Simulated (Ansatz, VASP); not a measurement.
**Two plane-wave programs on NaSnS3**

```
Na Sn S
1.0
     4.70056    0.00000    0.00000
     0.00000    4.70056    0.00000
     0.00000    0.00000    4.70056
Na Sn S
1 1 3
Direct
  0.00000 0.00000 0.00000
  0.50000 0.50000 0.50000
  0.00000 0.50000 0.50000
  0.50000 0.00000 0.50000
  0.50000 0.50000 0.00000
```

Alike in both runs: task single point; functional PBE; k mesh 4 × 4 × 4; occupations gaussian, width 0.1 eV; no spin polarisation.

|  | VASP | Ansatz |
| --- | --- | --- |
| version | VASP 6.6.1 | Ansatz 0.2.0 |
| potentials or method | VASP PAW PBE potentials, release 64 (Na_pv, Sn_d, S), cutoff 520 eV | scalar-relativistic, plane waves, PAW |
| valence electrons in the cell | 39 | 41 |

```tsv
	VASP	Ansatz	Ansatz less VASP
gap on the k mesh at the Fermi level (eV)	none	none	-
pressure (GPa)	17.5	17.7	+0.17
```

A gap of «none» marks a metal or a gap that the smearing closes. VASP's potentials hold 39 valence electrons a cell and Ansatz's 41, so a difference there can come from the potentials and not from the codes.
